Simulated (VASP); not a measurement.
# C (Fmmm) in VASP: further runs

The runs below take C through single point, with LDA.

All numbers are computed with VASP 6.6.1; they aren't measurements. Logs are shortened: lines on timing, memory, paths and dates and some standing lists are left out, and cuts for length are marked.

## (1) The cell of the first run

The structure is orthorhombic, space group Fmmm (No. 69). Conventional cell: a = 2.409 Å, b = 4.233 Å, c = 6.719 Å, α = 90.00°, β = 90.00°, γ = 90.00°. C (site symmetry m2m) has 3 C at 1.40 to 1.41 Å within 1.9 Å.

## (2) Single point, LDA (strain -0.0150 x Voigt [1, 0, 0, 0, 0, 0])

INCAR

```
SYSTEM = C
ALGO = Normal
EDIFF = 1E-6
ENCUT = 520
ISIF = 2
ISMEAR = 0
LASPH = .True.
LCHARG = .True.
LELF = .True.
LREAL = .False.
LVHAR = .True.
LWAVE = .False.
NBANDS = 11
NELM = 60
PREC = Accurate
SIGMA = 0.03
```

KPOINTS

```
k-points
0
Gamma
  16 16 16
  0 0 0
```

POSCAR

```
C
1.0
    0.0000000000      2.1166507492      3.3597492418
    1.2044428977      0.0000000000      3.3597492418
    1.2044428977      2.1166507492      0.0000000000
C
2
Direct
    0.1667065656      0.8332934344      0.1667065656
    0.8332934344      0.1667065656      0.8332934344
```

Potentials or basis: VASP PAW LDA potentials, release 64 (C).

Launch:

```sh
cat potpaw_LDA.64/C/POTCAR > POTCAR
mpirun -np 1 vasp_std > vasp.out
```

OUTCAR:

```text
SYSTEM = C
   EDIFF = 1E-6
   ENCUT = 520
   ISIF = 2
   ISMEAR = 0
   LASPH = .True.
   LREAL = .False.
   NELM = 60
   PREC = Accurate

 ion  position               nearest neighbor table
   1  0.167  0.833  0.167-   2 1.40   2 1.40   2 1.41
   2  0.833  0.167  0.833-   1 1.40   1 1.40   1 1.41

  LATTYP: Found a face centered orthorhombic cell.
 ALAT       =     2.4088857954
 B/A-ratio  =     1.7573691150
 C/A-ratio  =     2.7894632848

  Lattice vectors:

 A1 = (   0.0000000000,   2.1166507492,   3.3597492418)
 A2 = (   1.2044428977,   0.0000000000,   3.3597492418)
 A3 = (   1.2044428977,   2.1166507492,   0.0000000000)

Analysis of symmetry for initial positions (statically):
=====================================================================
 Subroutine PRICEL returns:
 Original cell was already a primitive cell.

 Routine SETGRP: Setting up the symmetry group for a
 face centered orthorhombic supercell.

 Subroutine GETGRP returns: Found  8 space group operations
 (whereof  8 operations were pure point group operations)
 out of a pool of  8 trial point group operations.

The static configuration has the point symmetry D_2h.

Analysis of symmetry for dynamics (positions and initial velocities):
=====================================================================
 Subroutine PRICEL returns:
 Original cell was already a primitive cell.

 Routine SETGRP: Setting up the symmetry group for a
 face centered orthorhombic supercell.

 Subroutine GETGRP returns: Found  8 space group operations
 (whereof  8 operations were pure point group operations)
 out of a pool of  8 trial point group operations.

The dynamic configuration has the point symmetry D_2h.

 Subroutine INISYM returns: Found  8 space group operations
 (whereof  8 operations are pure point group operations),
 and found     1 'primitive' translations

----------------------------------------------------------------------------------------

                                     Primitive cell

  volume of cell :      17.1306

  direct lattice vectors                    reciprocal lattice vectors
     0.000000000  2.116650749  3.359749242    -0.415129684  0.236222249  0.148820630
     1.204442898  0.000000000  3.359749242     0.415129684 -0.236222249  0.148820630
     1.204442898  2.116650749  0.000000000     0.415129684  0.236222249 -0.148820630

  length of vectors
     3.970909891  3.569117210  2.435342499     0.500281107  0.500281107  0.500281107

  position of ions in fractional coordinates (direct lattice)
     0.166706566  0.833293434  0.166706566
     0.833293434  0.166706566  0.833293434

  ion indices of the primitive-cell ions
   primitive index   ion index
                 1           1
                 2           2

----------------------------------------------------------------------------------------

 KPOINTS: k-points

Automatic generation of k-mesh.
 Grid dimensions read from file:
 generate k-points for:   16   16   16

 Generating k-lattice:

  Cartesian coordinates                     Fractional coordinates (reciprocal lattice)
    -0.025945605  0.014763891  0.009301289     0.062500000  0.000000000 -0.000000000
     0.025945605 -0.014763891  0.009301289     0.000000000  0.062500000  0.000000000
     0.025945605  0.014763891 -0.009301289    -0.000000000  0.000000000  0.062500000

  Length of vectors
     0.031267569  0.031267569  0.031267569

  Shift w.r.t. Gamma in fractional coordinates (k-lattice)
     0.000000000  0.000000000  0.000000000

 Subroutine IBZKPT returns following result:
 ===========================================

 Found    621 irreducible k-points:

 Following reciprocal coordinates:
            Coordinates               Weight
  0.000000  0.000000  0.000000      1.000000
  0.062500 -0.000000 -0.000000      8.000000
  0.125000 -0.000000 -0.000000      8.000000
  0.187500 -0.000000 -0.000000      8.000000
  0.250000 -0.000000 -0.000000      8.000000
  0.312500 -0.000000 -0.000000      8.000000
[... 16 lines left out ...]
 -0.125000  0.062500  0.000000      8.000000
 -0.062500  0.062500  0.000000      4.000000
 [... further k-points ...]
   k-points           NKPTS =    621   k-points in BZ     NKDIM =    621   number of bands    NBANDS=     11
   number of dos      NEDOS =    301   number of ions     NIONS =      2
   total plane-waves  NPLWV =  15120
   dimension x,y,z NGX =    30 NGY =   28 NGZ =   18
   dimension x,y,z NGXF=    60 NGYF=   56 NGZF=   36
   ions per type =               2
   NGX,Y,Z   is equivalent  to a cutoff of  12.56, 13.04, 12.29 a.u.
   NGXF,Y,Z  is equivalent  to a cutoff of  25.12, 26.08, 24.57 a.u.
 SYSTEM =  C
   PREC   = accura    normal or accurate (medium, high low for compatibility)
   ISTART =      0    job   : 0-new  1-cont  2-samecut
   ICHARG =      2    charge: 1-file 2-atom 10-const
   ISPIN  =      1    spin polarized calculation?
   LNONCOLLINEAR =      F non collinear calculations
   LSORBIT =      F    spin-orbit coupling
   LASPH  =      T    aspherical Exc in radial PAW
   ENCUT  =  520.0 eV  38.22 Ry    6.18 a.u.   7.38  6.64  4.53*2*pi/ulx,y,z
   NELM   =     60;   NELMIN=  2; NELMDL= -5     # of ELM steps
   EDIFF  = 0.1E-05   stopping-criterion for ELM
   LREAL  =      F    real-space projection
   EDIFFG = 0.1E-04   stopping-criterion for IOM
   NSW    =      0    number of steps for IOM
   IBRION =     -1    ionic relax: 0-MD 1-quasi-New 2-CG
   NFREE  =      0    steps in history (QN), initial steepest desc. (CG)
   ISIF   =      2    stress and relaxation
   ISYM   =      2    0-nonsym 1-usesym 2-fastsym
   POTIM  = 0.5000    time-step for ionic-motion
   TEBEG  =    0.0;   TEEND  =   0.0 temperature during run
   PSTRESS=    0.0 pullay stress
   NELECT =       8.0000    total number of electrons
   NUPDOWN=      -1.0000    fix difference up-down
   EMIN   =  10.00;   EMAX   =-10.00  energy-range for DOS
   EFERMI =   0.00;   METHOD = LEGACY
   ISMEAR =     0;   SIGMA  =   0.03  broadening in eV -4-tet -1-fermi 0-gaus
   EFERMI_NEDOS =   21; number of points for ismear=-14 and -15
   IALGO  =     38    algorithm
   IMIX   =      4    mixing-type and parameters
     AMIX     =   0.40;   BMIX     =  1.00
     AMIX_MAG =   1.60;   BMIX_MAG =  1.00
  volume/ion in A,a.u.               =       8.57        57.80
  Fermi-wavevector in a.u.,A,eV,Ry     =   1.270128  2.400193 21.949251  1.613224
  Thomas-Fermi vector in A             =   2.403132
   LORBIT       =      0    0 simple, 1 ext, 2 COOP (PROOUT), +10 PAW based schemes
   GGA     = CA    functional components
   LHFCALC =     F    Hartree Fock is set to
   AEXX    =    0.0000 exact exchange contribution
   IVDW    =     0    specifies the selected vdW correction
   LEPSILON=     F    determine dielectric tensor
   LRPA    =     F    only Hartree local field effects (RPA)
 non-spin polarized calculation
 Gauss-broadening in eV      SIGMA  =   0.03
  energy-cutoff  :      520.00
  volume of cell :       17.13
 maximum number of plane-waves:       481
 NGX is ok and might be reduce to    30
   NGX = 15   NGY = 13   NGZ =  9

 number of electron       7.9999999 magnetization

 Free energy of the ion-electron system (eV)
  ---------------------------------------------------
  ext. energy  EPLUGINS =         0.00000000
  ---------------------------------------------------
  free energy    TOTEN  =       -20.20397134 eV

  energy without entropy =      -20.20397055  energy(sigma->0) =      -20.20397095

 E-fermi :   4.7045     XC(G=0): -10.8391

 val. band max:        4.6504983005   @ k =   0.0000   0.3125   0.3125
 cond. band min:       4.7572148145   @ k =   0.0000   0.3125   0.3125
 fundamental gap:      0.1067165140
 Fermi energy:         4.7045054897

 k-point     1 :       0.0000    0.0000    0.0000
  band No.  band energies     occupation
      1     -14.9768      2.00000
      2      -2.0489      2.00000
      3       1.8164      2.00000
      4       1.9028      2.00000
      5       8.5128      0.00000
      6      13.2257      0.00000
      7      13.6837      0.00000
      8      16.7222      0.00000
      9      18.8737      0.00000
     10      27.7514      0.00000
     11      30.2499      0.00000

 k-point     2 :       0.0625   -0.0000   -0.0000
  band No.  band energies     occupation
      1     -14.8780      2.00000
      2      -1.9617      2.00000
      3       1.5113      2.00000
      4       1.6338      2.00000
      5       8.6786      0.00000
      6      13.4659      0.00000
      7      13.8895      0.00000
      8      16.3651      0.00000
      9      19.0370      0.00000
     10      28.0785      0.00000
     11      29.5038      0.00000

 k-point     3 :       0.1250   -0.0000   -0.0000
  band No.  band energies     occupation
      1     -14.5825      2.00000
      2      -1.6988      2.00000
      3       0.5324      2.00000
      4       1.0834      2.00000
      5       9.1727      0.00000
      6      13.5708      0.00000
      7      14.9506      0.00000
      8      15.3683      0.00000
      9      19.5496      0.00000
     10      27.5508      0.00000
     11      28.9737      0.00000

 k-point     4 :       0.1875   -0.0000   -0.0000
  band No.  band energies     occupation
      1     -14.0928      2.00000
      2      -1.2581      2.00000
      3      -0.8627      2.00000
      4       0.3890      2.00000
      5       9.9812      0.00000
      6      13.4756      0.00000
      7      13.9032      0.00000
      8      16.6414      0.00000
      9      20.3888      0.00000
     10      25.5599      0.00000
     11      29.6858      0.00000
[... 239 lines left out ...]
 k-point    22 :      -0.1875    0.0625    0.0000
  band No.  band energies     occupation
      1     -13.4422      2.00000
      2      -2.4595      2.00000
      3      -0.3998      2.00000
      4      -0.3063      2.00000
      5      10.5609      0.00000
      6      12.0920      0.00000
      7      13.2813      0.00000
      8      18.6851      0.00000
      9      21.5069      0.00000
     10      23.7442      0.00000
     11      28.7865      0.00000

 k-point    23 :      -0.1250    0.0625    0.0000
  band No.  band energies     occupation
      1     -14.1135      2.00000
      2      -1.0818      2.00000
      3      -0.8574      2.00000
      4       0.3889      2.00000
      5       9.6155      0.00000
      6      13.4776      0.00000
      7      13.8650      0.00000
      8      16.6409      0.00000
      9      20.4280      0.00000
     10      25.4797      0.00000
     11      29.9018      0.00000

 k-point    24 :      -0.0625    0.0625    0.0000
  band No.  band energies     occupation
      1     -14.5933      2.00000
      2      -1.6051      2.00000
      3       0.5341      2.00000
      4       1.0833      2.00000
      5       8.9814      0.00000
      6      13.5716      0.00000
      7      14.9518      0.00000
      8      15.3562      0.00000
      9      19.5606      0.00000
     10      27.5574      0.00000
     11      28.9765      0.00000

 [... further k-points ...]
[... 5 lines left out ...]
  --------------------------------------------------------------------------------------
  -------------------------------------------------------------------------------------
  Total        2.0266176      0.4185069      0.0041031     -0.0000000      0.0000000      0.0000000
  in kB      189.5440354     39.1418084      0.3837509     -0.0000000      0.0000000      0.0000000
  external PRESSURE =      76.3565316 kB  Pullay stress =       0.0000000 kB

 VOLUME and BASIS-vectors are now :
 -----------------------------------------------------------------------------
  energy-cutoff  :      520.00
  volume of cell :       17.13
      direct lattice vectors                 reciprocal lattice vectors
     0.000000000  2.116650749  3.359749242    -0.415129684  0.236222249  0.148820630
     1.204442898  0.000000000  3.359749242     0.415129684 -0.236222249  0.148820630
     1.204442898  2.116650749  0.000000000     0.415129684  0.236222249 -0.148820630

 POSITION                                       TOTAL-FORCE (eV/Angst)
 -----------------------------------------------------------------------------------
      1.20444      0.70572      3.35975         0.000000     -0.253411      0.000000
      1.20444      3.52758      3.35975         0.000000      0.253411      0.000000
 -----------------------------------------------------------------------------------
    total drift:                                0.000000      0.000000     -0.000000

  FREE ENERGIE OF THE ION-ELECTRON SYSTEM (eV)
  ---------------------------------------------------
  free  energy   TOTEN  =       -20.2039713374 eV

  energy  without entropy=      -20.2039705547  energy(sigma->0) =      -20.20397095
```

Wall time 78 s (1 thread of Intel Xeon 6975P-C, shared host); peak memory 0.2 GiB.

Results:

| Item | Value |
| --- | --- |
| Free energy | -20.2040 eV |
| Pressure | 7.6 GPa |
| Largest force | 0.253 eV/Å |
| Band gap on the k mesh | 0.11 eV, direct |

Forces in eV/Å, atoms in the order of the input:
```
C    0.000 -0.253  0.000
C    0.000  0.253  0.000
```

Caveat: the cell differs from its parent crystal (strain -0.0150 x Voigt [1, 0, 0, 0, 0, 0]).

## (3) Single point, LDA (strain +0.0150 x Voigt [1, 0, 0, 0, 0, 0])

Changes to INCAR since step 2:

```diff
@@ -4,2 +4,3 @@
 ENCUT = 520
+GGA = CA
 ISIF = 2
@@ -13,3 +14,3 @@
 NBANDS = 11
-NELM = 60
+NELM = 100
 PREC = Accurate
```

KPOINTS is that of step 2.

POSCAR

```
C
1.0
    0.0000000000      2.1166507492      3.3597492418
    1.2411264377      0.0000000000      3.3597492418
    1.2411264377      2.1166507492      0.0000000000
C
2
Direct
    0.1667065656      0.8332934344      0.1667065656
    0.8332934344      0.1667065656      0.8332934344
```

Potentials or basis: VASP PAW LDA potentials, release 64 (C).

Launch:

```sh
cat potpaw_LDA.64/C/POTCAR > POTCAR
mpirun -np 1 vasp_std > vasp.out
```

Run time: 79 s. Hardware: 1 thread of Intel Xeon 6975P-C, shared host; peak memory 0.2 GiB.

Results (log left out):

```
Free energy            : -20.2100 eV
Pressure               : -5.3 GPa
Largest force          : 0.157 eV/Å
Band gap on the k mesh : 0.22 eV, indirect (least direct gap 0.39 eV)
```

Forces on the atoms (eV/Å):
```
C    0.000  0.157  0.000
C    0.000 -0.157  0.000
```

Stress tensor (GPa, compression positive):
```
-14.60   0.00   0.00
  0.00  -1.45   0.00
  0.00   0.00   0.01
```

Levels at points of the mesh, in eV from the valence-band top:
```
           k point  band 1  band 2  band 3  band 4  band 5  band 6  band 7  band 8  band 9
(0.00, 0.00, 0.00)  -19.30   -6.40   -2.86   -2.82    4.01    8.35    8.61   11.46   13.14
(0.50, 0.00, 0.00)  -13.94  -12.97   -6.14   -2.28    1.74    7.84   12.33   13.35   19.05
(0.50, 0.50, 0.00)  -18.98   -8.45   -2.90   -2.81    8.24    8.62   10.24   11.63   13.02
(0.50, 0.00, 0.50)  -13.81  -13.10   -6.37   -1.29    2.58    7.50   11.17   11.22   17.73
(0.00, 0.50, 0.50)  -13.58  -12.92   -6.42   -2.77    1.02    7.08   13.45   17.28   20.02
```

Caveat: the cell differs from its parent crystal (strain +0.0150 x Voigt [1, 0, 0, 0, 0, 0]). A k mesh can miss the band edges.

## (4) Single point, LDA (strain +0.0300 x Voigt [1, 0, 0, 0, 0, 0])

INCAR

```
PREC     = Accurate       # precision mode
ENCUT    = 520            # plane-wave cutoff, eV
EDIFF    = 1E-6           # SCF threshold, eV
ISMEAR   = 0              # smearing method
SIGMA    = 0.03           # smearing width, eV
LREAL    = F              # projectors in reciprocal space
LASPH    = T              # aspherical terms in the spheres
NELM     = 60             # most SCF steps
ALGO     = Normal         # electronic algorithm
ISIF     = 2              # what is computed and relaxed
LWAVE    = F              # write WAVECAR
LCHARG   = F              # write CHGCAR
GGA      = CA             # functional
NBANDS   = 11             # bands
```

KPOINTS

```
Automatic mesh
0
Gamma
  16 16 16
```

POSCAR

```
C
1.0
    0.0000000000      2.1166507492      3.3597492418
    1.2594682077      0.0000000000      3.3597492418
    1.2594682077      2.1166507492      0.0000000000
C
2
Direct
    0.1667065656      0.8332934344      0.1667065656
    0.8332934344      0.1667065656      0.8332934344
```

Launch:

```sh
cat potpaw_LDA.64/C/POTCAR > POTCAR
mpirun -np 1 vasp_std > vasp.out
```

Wall time 67 s (1 thread of Intel Xeon 6975P-C, shared host); peak memory 0.2 GiB.

Results (log left out):

- Free energy: -20.1745 eV
- Pressure: -10.9 GPa
- Largest force: 0.295 eV/Å
- Band gap on the k mesh: 0.15 eV, indirect (least direct gap 0.53 eV)

Forces in eV/Å, atoms in the order of the input:
```
C    0.000  0.295  0.000
C    0.000 -0.295  0.000
```

Stress tensor (GPa, compression positive):
```
-29.13   0.00   0.00
  0.00  -3.71   0.00
  0.00   0.00   0.01
```

Levels at points of the mesh, in eV from the valence-band top:
```csv
k point,band 2,band 3,band 4,band 5,band 6,band 7
"(0.00, 0.00, 0.00)",-6.39,-3.02,-2.94,3.97,7.91,8.43
"(0.50, 0.00, 0.00)",-12.95,-6.13,-2.44,1.60,7.66,12.11
"(0.50, 0.50, 0.00)",-8.45,-3.06,-2.93,7.80,8.41,10.17
"(0.50, 0.00, 0.50)",-13.13,-6.59,-1.24,2.37,6.81,11.12
"(0.00, 0.50, 0.50)",-12.95,-6.65,-2.74,0.88,6.39,13.10
```

Caveat: the cell differs from its parent crystal (strain +0.0300 x Voigt [1, 0, 0, 0, 0, 0]). A k mesh can miss the band edges.

[end of part 1 of 2]
